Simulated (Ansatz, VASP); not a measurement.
NaI in VASP and in Ansatz

Contents of INCAR:

```
ALGO = Normal
EDIFF = 1E-6
ENCUT = 500
GGA = PE
GGA_COMPAT = F
ISIF = 2
ISMEAR = 0
LASPH = T
LCHARG = F
LREAL = F
LWAVE = F
NBANDS = 14
NELM = 120
PREC = Accurate
SIGMA = 0.01
```

KPOINTS

```
k-points
0
Gamma
  6 6 6
```

File POSCAR:

```
NaI
1.0
    0.0000000000      3.1974638741      3.1974638741
    3.1974638741      0.0000000000      3.1974638741
    3.1974638741      3.1974638741      0.0000000000
Na I
1 1
Direct
    0.0000000000      0.0000000000      0.0000000000
    0.5000000000      0.5000000000      0.5000000000
```

Input for Ansatz:

```yaml
crystal:
  lattice:
    - [0.0, 3.1974638741, 3.1974638741]
    - [3.1974638741, 0.0, 3.1974638741]
    - [3.1974638741, 3.1974638741, 0.0]
  atoms:
    - { symbol: Na, position: [0.0, 0.0, 0.0] }
    - { symbol: I, position: [0.5, 0.5, 0.5] }
kpoints:
  mp_grid: { grid: [6, 6, 6] }
hamiltonian:
  xc: pbe
scf:
  occupations: { method: fixed }
  n_extra_bands: 4
output:
  forces: true
  stress: true
  eigenvalues: true
```

Alike in both runs: task single point; functional PBE; k mesh 6 × 6 × 6; no spin polarisation.

```csv
,VASP,Ansatz
version,VASP 6.6.1,Ansatz 0.2.0
potentials or method,"VASP PAW PBE potentials, release 64 (Na_pv, I)","plane waves, PAW"
plane-wave cutoff (eV),500,420
occupations,"gaussian, width 0.01 eV",fixed
valence electrons in the cell,14,26
```

```tsv
	VASP	Ansatz	Ansatz less VASP
gap on the k mesh at the Fermi level (eV)	3.74	3.74	+0.004
pressure (GPa)	1.1	1.1	-0.01
```

VASP's potentials hold 14 valence electrons a cell and Ansatz's 26, so a difference there can come from the potentials and not from the codes.

Spin-orbit coupling is off throughout.
